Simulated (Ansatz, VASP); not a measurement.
## ZnO: VASP beside Ansatz

INCAR

```
SYSTEM = ZnO
PREC = Accurate
ENCUT = 520
EDIFF = 1E-7
ISMEAR = 0
SIGMA = 0.01
LREAL = .FALSE.
LASPH = .TRUE.
NELM = 100
ALGO = Normal
ISIF = 2
LWAVE = .FALSE.
LCHARG = .FALSE.
GGA = PE
NBANDS = 26
```

The input KPOINTS:

```
regular mesh
0
G
  9 9 4
  0 0 0
```

The input POSCAR:

```
ZnO
1.0
    2.9946301006      0.0000000000      0.0000000000
   -1.4973150503      2.5934257421      0.0000000000
    0.0000000000      0.0000000000      5.1396486324
Zn O
2 2
Direct
    0.0000000000      0.0000000000      0.0000000000
    0.0000000000      0.0000000000      0.5000000000
    0.3333333333      0.6666666667      0.2500000000
    0.6666666667      0.3333333333      0.7500000000
```

Input for Ansatz:

```yaml
crystal:
  lattice:
    - [2.9946301006, 0.0, 0.0]
    - [-1.4973150503, 2.5934257421, 0.0]
    - [0.0, 0.0, 5.1396486324]
  atoms:
    - { symbol: Zn, position: [0.0, 0.0, 0.0] }
    - { symbol: Zn, position: [0.0, 0.0, 0.5] }
    - { symbol: O, position: [0.3333333333, 0.6666666667, 0.25] }
    - { symbol: O, position: [0.6666666667, 0.3333333333, 0.75] }
kpoints:
  mp_grid: { grid: [9, 9, 4] }
hamiltonian:
  xc: pbe
scf:
  occupations: { method: fixed }
  n_extra_bands: 5
output:
  forces: true
  stress: true
  eigenvalues: true
```

Alike in both runs: task single point; functional PBE; k mesh 9 × 9 × 4; no spin polarisation.

```csv
,VASP,Ansatz
version,VASP 6.6.1,Ansatz 0.2.0
potentials or method,"VASP PAW PBE potentials, release 64 (Zn, O)","plane waves, PAW"
plane-wave cutoff (eV),520,420
occupations,"gaussian, width 0.01 eV",fixed
valence electrons in the cell,36,36
```

Ansatz gave:

| Quantity | Value |
| --- | --- |
| gap on the k mesh at the Fermi level (eV) | 0.69 |
| pressure (GPa) | 5.3 |
| traceless stress, the component that is largest in VASP (GPa) | 0.53 |

Problem. What did VASP give for the same quantities?

Solution. gap on the k mesh at the Fermi level (eV): 0.66; pressure (GPa): 6.3; traceless stress, the component that is largest in VASP (GPa): 0.60.
